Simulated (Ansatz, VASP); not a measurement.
InO: VASP beside Ansatz

INCAR

```
SYSTEM = InO
  PREC = Accurate
  ENCUT = 520
  EDIFF = 1E-6
  ISMEAR = 0
  SIGMA = 0.05
  LREAL = .FALSE.
  LASPH = .TRUE.
  NELM = 80
  ALGO = Normal
  ISIF = 2
  LWAVE = .FALSE.
  LCHARG = .TRUE.
  GGA = PS
  IVDW = 12
  LELF = .TRUE.
  LVHAR = .TRUE.
  NBANDS = 27
```

Contents of KPOINTS:

```
regular mesh
0
G
  12 12 4
  0 0 0
```

The input POSCAR:

```
InO
1.0
    3.2696138064      0.0000000000      0.0000000000
   -1.6348069032      2.8315686169      0.0000000000
    0.0000000000      0.0000000000     16.8195237799
In O
2 2
Direct
    0.6666666667      0.3333333333      0.5886730781
    0.6666666667      0.3333333333      0.4113269219
    0.0000000000      0.0000000000      0.6398171659
    0.0000000000      0.0000000000      0.3601828341
```

Input for Ansatz:

```yaml
crystal:
  lattice:
    - [3.2696138064, 0.0, 0.0]
    - [-1.6348069032, 2.8315686169, 0.0]
    - [0.0, 0.0, 16.8195237799]
  atoms:
    - { symbol: In, position: [0.6666666667, 0.3333333333, 0.5886730781] }
    - { symbol: In, position: [0.6666666667, 0.3333333333, 0.4113269219] }
    - { symbol: O, position: [0.0, 0.0, 0.6398171659] }
    - { symbol: O, position: [0.0, 0.0, 0.3601828341] }
basis:
  ecutwfc: 420
kpoints:
  mp_grid: { grid: [12, 12, 4] }
hamiltonian:
  xc: pbesol
  dispersion: d3bj
scf:
  occupations: { method: gaussian, width: 0.05 }
output:
  forces: true
  stress: true
  eigenvalues: true
```

Alike in both runs: task single point; functional PBEsol; dispersion D3(BJ); k mesh 12 × 12 × 4; occupations gaussian, width 0.05 eV; no spin polarisation.

```csv
,VASP,Ansatz
version,VASP 6.6.1,Ansatz 0.2.0
potentials or method,"VASP PAW PBE potentials, release 64 (In_d, O), cutoff 520 eV","scalar-relativistic, plane waves, PAW"
valence electrons in the cell,38,38
```

|  | VASP | Ansatz | Ansatz less VASP |
| --- | --- | --- | --- |
| gap on the k mesh at the Fermi level (eV) | 0.11 | 0.11 | +0.001 |
| least direct gap on the mesh (eV) | 1.39 | 1.40 | +0.012 |
| rms of the force components (eV/Å) | 0.411 | 0.391 | -0.0198 |

VASP's potentials were made for PBE, not for PBEsol. Atom by atom the forces differ by 0.024 eV/Å (rms over components).
